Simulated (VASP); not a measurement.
Runs of VASP 6.6.1 on Te. The structure is that of space group Fd-3m (No. 227), or close to it. The cells are those of the table. This isn't the form of Te at room conditions, which is trigonal, of chains.

```tsv
task	cell	k mesh	cutoff (eV)	gap on the mesh (eV)	pressure (GPa)
single point	a = 5.145 Å, angles 60.0°, 2 atoms	8 × 8 × 8	520	none	0.0
single point	a = 5.145 Å, angles 60.0°, 2 atoms	12 × 12 × 12	520	none	0.0
single point	a = 5.076 Å, angles 60.0°, 2 atoms	9 × 9 × 9	520	none	(a)
relaxation of cell and atoms	relaxed from a = 4.793 Å, angles 60.0°, 2 atoms	8 × 8 × 8	600	none	0.0
single point	a = 4.930 Å, angles 60.0°, 2 atoms	9 × 9 × 9	520	none	4.0
single point	a = 5.004 Å, angles 60.0°, 2 atoms	9 × 9 × 9	520	none	2.4
single point	a = 5.145 Å, angles 60.0°, 2 atoms	9 × 9 × 9	520	none	0.0
single point	a = 5.279 Å, angles 60.0°, 2 atoms	9 × 9 × 9	520	none	-1.5
```

Alike in all rows: level RPBE; potentials or basis VASP PAW PBE potentials, release 64 (Te); no spin polarisation; smearing fermi-dirac 0.1 eV.

Q: Estimate the missing entries.

A: (a) 1.0.

Caveats: the PAW data sets were made with another functional, which shifts forces and pressure a little; spin-orbit coupling is left out, which moves the levels of the heavy elements; the cell stands under pressure (at least some runs).

A k mesh can miss the band edges, and the runs leave out spin-orbit coupling on Te.

A gap of «none» marks levels without a gap at the run's occupations.
